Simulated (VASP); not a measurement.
Crystal: MgO.

```
Mg O
1.0
     2.62335    0.00000    0.00000
     0.00000    2.62335    0.00000
     0.00000    0.00000    2.62335
Mg O
1 1
Direct
  0.00000 0.00000 0.00000
  0.50000 0.50000 0.50000
```

Program: VASP 6.6.1. Alike in all runs: task single point; potentials or basis VASP PAW PBE potentials, release 64 (Mg, O); no spin polarisation; cell as given; cutoff (eV) 520.

Question: Order these runs on this cell by their band gap on the k mesh, lowest first.
A. level PBE-based screened hybrid; k mesh 4 × 4 × 4; smearing gaussian 0.01 eV; grid for exact exchange (PRECFOCK) Normal; share of exact exchange 0.35; screening parameter 0.2078 1/Å
B. level PBE-based screened hybrid; k mesh 4 × 4 × 4; smearing gaussian 0.01 eV; grid for exact exchange (PRECFOCK) Normal; share of exact exchange 0.2; screening parameter 0.3 1/Å
C. level PBE; k mesh 6 × 6 × 6; smearing gaussian 0.5 eV
D. level r2SCAN; k mesh 6 × 6 × 6; smearing gaussian 0.01 eV

Answer: C (2.62 eV), D (3.45 eV), B (3.63 eV), A (4.80 eV).

Caveats: some runs use coarse meshes.

A k mesh can miss the band edges.
